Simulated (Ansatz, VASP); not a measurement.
WSe2: VASP beside Ansatz

```
W Se
1.0
     3.23367    0.00000    0.00000
    -1.61684    2.80044    0.00000
     0.00000    0.00000   12.88573
W Se
2 4
Direct
  0.33333 0.66667 0.25000
  0.66667 0.33333 0.75000
  0.66667 0.33333 0.38077
  0.66667 0.33333 0.11923
  0.33333 0.66667 0.88077
  0.33333 0.66667 0.61923
```

Change from the starting cell: hydrostatic strain -2.0%.

Alike in both runs: task single point; functional r2SCAN; k mesh 12 × 12 × 2; no spin polarisation.

```csv
,VASP,Ansatz
version,VASP 6.6.1,Ansatz 0.2.0
potentials or method,"VASP PAW PBE potentials, release 64 (W_sv, Se)","plane waves, PAW"
plane-wave cutoff (eV),520,500
occupations,"gaussian, width 0.01 eV",fixed
valence electrons in the cell,52,92
```

Ansatz gave:

- gap on the k mesh at the Fermi level (eV): 1.08
- pressure (GPa): 5.9
- traceless stress, the component that is largest in VASP (GPa): -2.68
- rms of the force components (eV/Å): 0.019

Task: Which values does VASP return?

Result: gap on the k mesh at the Fermi level (eV): 1.08; pressure (GPa): 6.3; traceless stress, the component that is largest in VASP (GPa): -2.63; rms of the force components (eV/Å): 0.005.

VASP's potentials were made for PBE, not for r2SCAN. Atom by atom the forces differ by 0.024 eV/Å (rms over components). VASP's potentials hold 52 valence electrons a cell and Ansatz's 92, so a difference there can come from the potentials and not from the codes.

Spin-orbit coupling is off throughout.
